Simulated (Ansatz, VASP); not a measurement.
ZnO: VASP beside Ansatz

```
Zn O
1.0
     3.24931    0.00000    0.00000
    -1.62465    2.81399    0.00000
     0.00000    0.00000    5.20571
Zn O
2 2
Direct
  0.33333 0.66667 0.50000
  0.66667 0.33333 0.00000
  0.66667 0.33333 0.37901
  0.33333 0.66667 0.87901
```

Alike in both runs: task single point; functional PBEsol; k mesh 5 × 5 × 3; no spin polarisation.

```csv
,VASP,Ansatz
version,VASP 6.6.1,Ansatz 0.2.0
potentials or method,"VASP PAW PBE potentials, release 64 (Zn, O), cutoff 600 eV",all-electron (LAPW or listed datasets)
occupations,"gaussian, width 0.01 eV",fixed
```

Ansatz gave:

```
gap on the k mesh at the Fermi level (eV)                     : 0.71
pressure (GPa)                                                : -1.5
traceless stress, the component that is largest in VASP (GPa) : 1.05
```

Estimate VASP's values.

gap on the k mesh at the Fermi level (eV): 0.68; pressure (GPa): -0.8; traceless stress, the component that is largest in VASP (GPa): 1.09.

VASP's potentials were made for PBE, not for PBEsol. Ansatz ran all-electron here, and VASP with PAW potentials.

The k mesh is coarse, so the values compare programs but aren't converged.
